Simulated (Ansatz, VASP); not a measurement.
## One calculation of Hf2TeW2S, two programs

```
Hf Te W S
1.0
     4.68489    0.00000    0.00000
    -2.34245    4.05724    0.00000
     0.00000    0.00000    6.07834
Hf Te W S
2 1 2 1
Direct
  0.33333 0.66667 0.61672
  0.66667 0.33333 0.38328
  0.00000 0.00000 0.00000
  0.33333 0.66667 0.07398
  0.66667 0.33333 0.92602
  0.00000 0.00000 0.50000
```

Alike in both runs: task single point; functional PBE; k mesh 12 × 12 × 6; occupations gaussian, width 0.1 eV; no spin polarisation.

|  | VASP | Ansatz |
| --- | --- | --- |
| version | VASP 6.6.1 | Ansatz 0.2.0 |
| potentials or method | VASP PAW PBE potentials, release 64 (Hf_pv, Te, W_sv, S), cutoff 520 eV | scalar-relativistic, plane waves, PAW |
| valence electrons in the cell | 60 | 102 |

|  | VASP | Ansatz | Ansatz less VASP |
| --- | --- | --- | --- |
| gap on the k mesh at the Fermi level (eV) | none | none | - |
| pressure (GPa) | -0.4 | 0.0 | +0.35 |
| traceless stress, the component that is largest in VASP (GPa) | -0.07 | -0.01 | +0.059 |
| rms of the force components (eV/Å) | 0.005 | 0.000 | -0.0042 |

Atom by atom the forces differ by 0.004 eV/Å (rms over components). A gap of «none» marks a metal or a gap that the smearing closes. With one functional, cell and mesh, what is left measures potentials, basis and numerics. VASP's potentials hold 60 valence electrons a cell and Ansatz's 102, so a difference there can come from the potentials and not from the codes.

Neither program's run includes spin-orbit coupling.
